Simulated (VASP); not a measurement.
C, 2 atoms in the cell. Symmetry: Fd-3m, No. 227, cubic system. Conventional cell: a = 3.560 Å, b = 3.560 Å, c = 3.560 Å, α = 90.00°, β = 90.00°, γ = 90.00°. Within 2.1 Å of C (site symmetry -43m) lie 4 C at 1.54 Å. 

- Program: VASP 6.6.1
- Task: G0W0 quasiparticle levels
- Functional: PBE
- Potentials or basis: VASP PAW PBE potentials, release 64 (C_GW)
- Cutoff: 500 eV
- k mesh: 4 × 4 × 4
- Occupations: gaussian, width 0.01 eV
- Spin: no spin polarisation
- Dipole correction: no
- GW scheme: G0W0
- GW iterations: 1
- Cutoff of the response function: 60
- Frequency points: 48
- Empty bands: 30
- Further INCAR settings: ALGO = EVGW0; EDIFF = 1e-08; NBANDS = 34

Potentials or basis: VASP PAW PBE potentials, release 64 (C_GW).

Launch:

```bash
$ cat potpaw_PBE.64/C_GW/POTCAR > POTCAR
$ cp INCAR.step1 INCAR
$ mpirun -np 1 vasp_std > vasp.out
$ cp INCAR.step2 INCAR
$ mpirun -np 1 vasp_std > vasp.out
$ cp INCAR.step3 INCAR
$ mpirun -np 1 vasp_std > vasp.out
```

Hardware: 1 thread of Intel(R) Xeon(R) Platinum 8488C (Sapphire Rapids) (shared host).

Problem. Estimate the wall time of this run.

Solution. It took 6.8 s on 1 thread of Intel(R) Xeon(R) Platinum 8488C (Sapphire Rapids) (shared host), peak memory 0.13 GiB. Counts: k points 8.
